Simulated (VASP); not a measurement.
Wanted: the native input for a VASP 6.6.1 run.

```yaml
Task: single point
Functional: PBE
Potentials_or_basis: VASP PAW PBE potentials, release 64 (Hf_pv, O)
Cutoff: 520 eV
k_mesh: 6 × 6 × 6
Occupations: gaussian, width 0.05 eV
Spin: no spin polarisation
Dipole_correction: no
Further_INCAR_settings: ALGO = Normal; EDIFF = 1e-06; NBANDS = 56
```

The structure of HfO2 lies in POSCAR:

```
HfO2
1.0
    5.0976115224      0.0000000000      0.0000000000
    0.0000000000     -5.0976115224      0.0000000000
    0.0000000000      0.0000000000     -5.0976115224
Hf O
4 8
Direct
   -0.0030753734     -0.0029185240      0.0087229598
    0.5043654917      0.5008121546      0.0004571344
    0.4966540493      0.0049721289      0.4908958613
    0.0018156327      0.4965292769      0.4893396571
    0.2503814986      0.2422385132      0.2477152986
    0.7528264774      0.7488632415      0.2472183326
    0.7414937870      0.2535997996      0.7546330426
    0.2465232352      0.7466200216      0.7509045717
    0.7518420243      0.7478367324      0.7432667056
    0.2458630645      0.2527027443      0.7562150330
    0.2547984540      0.7507094372      0.2538200213
    0.7565116587      0.2580344738      0.2568113819
```

This cell differs from its parent crystal: atoms moved at random.

The input as run:

INCAR

```
SYSTEM = HfO2
PREC = Accurate
ENCUT = 520
EDIFF = 1E-6
ISMEAR = 0
SIGMA = 0.05
LREAL = .False.
LASPH = .True.
NELM = 60
ALGO = Normal
ISIF = 2
LWAVE = .False.
LCHARG = .False.
GGA = PE
NBANDS = 56
```

KPOINTS

```
Automatic mesh
0
Gamma
  6 6 6
  0 0 0
```

Potentials or basis: VASP PAW PBE potentials, release 64 (Hf_pv, O).

Command:

```console
$ cat potpaw_PBE.64/Hf_pv/POTCAR potpaw_PBE.64/O/POTCAR > POTCAR
$ mpirun -np 1 vasp_std > vasp.out
```

Results of the run:

```
Pressure               : -3.0 GPa
Largest force          : 1.730 eV/Å
Band gap on the k mesh : 3.57 eV
```

Caveat: the cell differs from its parent crystal (atoms moved at random); the cell stands under tension; spin-orbit coupling is left out, which moves the levels of the heavy elements; forces of over 1 eV/Å act on the atoms, so gaps and moduli don't describe the material at rest.

Run time: 6.3 min on 1 thread of AMD EPYC 9R45 96-Core Processor (Zen 5) (shared host), peak memory 0.63 GiB.
